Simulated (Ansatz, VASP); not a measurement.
# One calculation of Pd, two programs

INCAR

```
SYSTEM = Pd
ALGO = Normal
EDIFF = 1E-7
EDIFFG = -0.01
ENCUT = 600
GGA = PS
IBRION = 2
ISIF = 3
ISMEAR = -1
LASPH = .TRUE.
LCHARG = .FALSE.
LREAL = .FALSE.
LWAVE = .FALSE.
NELM = 60
NSW = 60
PREC = Accurate
SIGMA = 0.05
```

KPOINTS

```
k-points
0
G
  11 11 6
  0 0 0
```

The input POSCAR:

```
Pd
1.0
    2.7836650458      0.0000000000      0.0000000000
   -1.3918325229      2.4107246453      0.0000000000
    0.0000000000      0.0000000000      4.6288930000
Pd
2
Direct
    0.3333333333      0.6666666667      0.2500000000
    0.6666666667      0.3333333333      0.7500000000
```

File input.yaml:

```yaml
crystal:
  lattice:
    - [2.7836650458, 0.0, 0.0]
    - [-1.3918325229, 2.4107246453, 0.0]
    - [0.0, 0.0, 4.628893]
  atoms:
    - { symbol: Pd, position: [0.3333333333, 0.6666666667, 0.25] }
    - { symbol: Pd, position: [0.6666666667, 0.3333333333, 0.75] }
hamiltonian:
  xc: pbesol
  pseudopotentials: { kind: paw }
kpoints:
  mp_grid: { grid: [11, 11, 6] }
scf:
  occupations: { method: fermi_dirac, width: 0.05 }
output:
  forces: true
  stress: true
  eigenvalues: true
relax:
  f_tol: 0.01
  max_steps: 40
  cell: { stress_tol: 0.05 }
```

Alike in both runs: task relaxation of cell and atoms; functional PBEsol; k mesh 11 × 11 × 6; occupations fermi-dirac, width 0.05 eV; no spin polarisation.

|  | VASP | Ansatz |
| --- | --- | --- |
| version | VASP 6.6.1 | Ansatz 0.2.0 |
| potentials or method | VASP PAW PBE potentials, release 64 (Pd) | Ansatz PAW |
| plane-wave cutoff (eV) | 600 | 420 |
| valence electrons in the cell | 20 | 36 |

|  | VASP | Ansatz | Ansatz less VASP |
| --- | --- | --- | --- |
| gap on the k mesh at the Fermi level, each at its own relaxed structure (eV) | none | none | - |
| relaxed volume (Å³/atom) | 14.60 | 14.62 | +0.020 |
| relaxed length of the cell vector where the two differ most in proportion (Å) | 4.537 | 4.545 | +0.0078 |

VASP's potentials were made for PBE, not for PBEsol. A gap of «none» marks a metal or a gap that the smearing closes. VASP's potentials hold 20 valence electrons a cell and Ansatz's 36, so a difference there can come from the potentials and not from the codes.

Noted on Ansatz's run: the plane-wave basis is chosen anew once the cell has moved, so the energies of steps on either side of that aren't comparable.
